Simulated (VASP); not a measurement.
Wanted: the native input for a VASP 6.6.1 run.

```
Task                   : single point
Functional             : PBEsol
Potentials or basis    : VASP PAW PBE potentials, release 64 (Cr_pv, I)
Cutoff                 : 520 eV
k mesh                 : 6 × 6 × 6
Occupations            : gaussian, width 0.05 eV
Spin                   : collinear spin, ferromagnetic start
Starting moments       : [3.0, 0.0, 0.0, 0.0] μB
Dipole correction      : no
Further INCAR settings : ALGO = Normal; EDIFF = 1e-06; NBANDS = 28
```

The structure of CrI3 lies in POSCAR:

```
CrI3
1.0
    5.6300000000      0.0000000000      0.0000000000
    0.0000000000      5.6300000000      0.0000000000
    0.0000000000      0.0000000000      5.6300000000
Cr I
1 3
Direct
    0.0000000000      0.0000000000      0.0000000000
    0.5000000000      0.0000000000      0.0000000000
    0.0000000000      0.0000000000      0.5000000000
    0.0000000000      0.5000000000      0.0000000000
```

One way to write it, as run:

INCAR

```
SYSTEM = CrI3
PREC = Accurate ; ENCUT = 520
EDIFF = 1E-6 ; ISMEAR = 0
SIGMA = 0.05 ; LREAL = .False.
LASPH = .True. ; NELM = 150
ALGO = Normal ; ISIF = 2
LWAVE = .False. ; LCHARG = .False.
ISPIN = 2 ; MAGMOM = 3 0 0 0
LORBIT = 11 ; LMAXMIX = 4
GGA = PS ; NBANDS = 28
```

KPOINTS

```
regular mesh
0
Gamma
  6 6 6
  0 0 0
```

Potentials or basis: VASP PAW PBE potentials, release 64 (Cr_pv, I).

Run with:

```console
$ cat potpaw_PBE.64/Cr_pv/POTCAR potpaw_PBE.64/I/POTCAR > POTCAR
$ mpirun -np 1 vasp_std > vasp.out
```

Results of the run:

| Item | Value |
| --- | --- |
| Pressure | -2.3 GPa |
| Net moment | 3.20 μB per cell |
| Site moments | Cr +3.42; I -0.12 μB |
| Valence electrons inside the program's atomic spheres | Cr 10.42; I 4.25 |

Caveat: an empty level that is flat over the whole mesh can mark a ghost state of the potentials, or a narrow d or f band; the PAW data sets were made with another functional, which shifts forces and pressure a little.

Run time: 6.7 min on 1 thread of Intel Xeon 8259CL (shared host), peak memory 0.4 GiB.
